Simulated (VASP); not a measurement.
Input of a VASP 6.6.1 run:

Contents of INCAR:

```
  PREC = Accurate
  ENCUT = 520
  EDIFF = 1E-7
  ISMEAR = 0
  SIGMA = 0.01
  LREAL = False
  LASPH = True
  NELM = 80
  ALGO = Normal
  ISIF = 2
  LWAVE = False
  LCHARG = False
  GGA = PE
  NBANDS = 9
```

KPOINTS

```
regular mesh
0
Gamma
  6 6 6
```

Contents of POSCAR:

```
LiH
1.0
    0.0000000000      1.9429049959      1.9429049959
    1.9429049959      0.0000000000      1.9429049959
    1.9429049959      1.9429049959      0.0000000000
Li H
1 1
Direct
    0.0000000000      0.0000000000      0.0000000000
    0.5000000000      0.5000000000      0.5000000000
```

Potentials or basis: VASP PAW PBE potentials, release 64 (Li_sv, H).

Run with:

```bash
$ cat potpaw_PBE.64/Li_sv/POTCAR potpaw_PBE.64/H/POTCAR > POTCAR
$ mpirun -np 1 vasp_std > vasp.out
```

Q: What does it give for the band gap on the k mesh?

A: 2.90 eV, direct.

Caveat: the k points lie up to 0.47 Å⁻¹ apart; the cell differs from its parent crystal (strain -3.0%). A k mesh can miss the band edges.
